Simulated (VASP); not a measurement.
## MoRu5: single point with PBE

The system is MoRu5.

```xyz
6
Lattice="2.6502 0.0000 0.0000 -1.3251 2.2952 0.0000 0.0000 0.0000 12.6633" Properties=species:S:1:pos:R:3 pbc="T T T"
Mo    0.0000    0.0000    6.3316
Ru    0.0000    1.5301    0.0000
Ru    0.0000    1.5301    4.1689
Ru    0.0000    1.5301    8.4944
Ru    0.0000    0.0000   10.5903
Ru    0.0000    0.0000    2.0730
```

| Property | Result |
| --- | --- |
| Program | VASP 6.6.1 |
| Task | single point |
| Functional | PBE |
| Potentials or basis | VASP PAW PBE potentials, release 64 (Mo_sv, Ru_pv) |
| Cutoff | 520 eV |
| k mesh | 18 × 18 × 4 |
| Occupations | gaussian, width 0.1 eV |
| Spin | no spin polarisation |

The pressure is 35.3 GPa and the largest force is 0.018 eV/Å. The band gap on the k mesh is zero (bands 42 and 43 overlap by 2.94 eV).

Forces on the atoms (eV/Å):
```
Mo   0.000  0.000  0.000
Ru   0.000  0.000  0.000
Ru   0.000  0.000 -0.018
Ru   0.000  0.000  0.018
Ru   0.000  0.000 -0.003
Ru   0.000  0.000  0.003
```

Levels at points of the mesh, in eV from the Fermi level:
| k point | band 37 | band 38 | band 39 | band 40 | band 41 | band 42 | band 43 | band 44 | band 45 | band 46 |
| --- | --- | --- | --- | --- | --- | --- | --- | --- | --- | --- |
| (0.00, 0.00, 0.00) | -2.26 | -2.26 | -1.30 | -1.30 | -1.28 | -1.12 | -1.12 | -1.11 | 0.06 | 0.06 |
| (0.50, 0.00, 0.00) | -0.94 | -0.41 | 0.33 | 0.95 | 1.61 | 1.83 | 1.92 | 2.11 | 2.11 | 2.12 |
| (0.00, 0.00, 0.50) | -2.23 | -2.23 | -2.07 | -1.33 | -1.33 | -0.81 | -0.81 | -0.55 | -0.55 | 0.62 |
| (0.50, 0.00, 0.50) | -0.47 | 0.11 | 0.30 | 0.71 | 1.12 | 1.54 | 1.56 | 1.85 | 1.92 | 2.11 |

It took 11 min on 1 thread of Intel Xeon 8259CL, with other jobs on the host, peak memory 0.44 GiB.

Caveat: the cell stands under pressure.
